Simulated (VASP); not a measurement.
The system is Bi.

```
CELL_PARAMETERS angstrom
-1.98143 1.98143 1.98143
1.98143 -1.98143 1.98143
1.98143 1.98143 -1.98143
ATOMIC_POSITIONS crystal
Bi 0.00000 0.00000 0.00000
```

* Program: VASP 6.6.1
* Task: relaxation of cell and atoms
* Functional: RPBE
* Dispersion: D3(BJ)
* Potentials or basis: VASP PAW PBE potentials, release 64 (Bi_d)
* Cutoff: 600 eV
* k mesh: 9 × 9 × 9
* Occupations: fermi-dirac, width 0.05 eV
* Spin: no spin polarisation

At the start: pressure -20.7 GPa; volume 31.12 Å³/atom.

Problem. Where does the relaxation end?

Solution. Over 5 steps the energy falls by 784.7 meV/atom and the volume is 22.51 Å³/atom (-27.7 %); space group Im-3m (No. 229, to 0.05 Å).

Step by step:
| step | energy change (eV) | largest force (eV/Å) | pressure (GPa) | volume (Å³) |
| --- | --- | --- | --- | --- |
| 1 | 0.0000 | 0.0000 | -20.72 | 31.12 |
| 2 | 0.6901 | 0.0000 | 101.50 | 16.29 |
| 3 | -0.7774 | 0.0000 | -3.76 | 23.12 |
| 4 | -0.7837 | 0.0000 | -1.48 | 22.74 |
| 5 | -0.7847 | 0.0000 | 0.03 | 22.51 |

Final structure:
```yaml
crystal:
  lattice:
    - [-1.77868, 1.77868, 1.77868]
    - [1.77868, -1.77868, 1.77868]
    - [1.77868, 1.77868, -1.77868]
  atoms:
    - { symbol: Bi, position: [0.00000, 0.00000, 0.00000] }
```

Caveat: the volume moved by over 15 % at a fixed basis, so the end points are rough; the PAW data sets were made with another functional, which shifts forces and pressure a little; pairwise dispersion overbinds metals, which lowers pressure and volume.
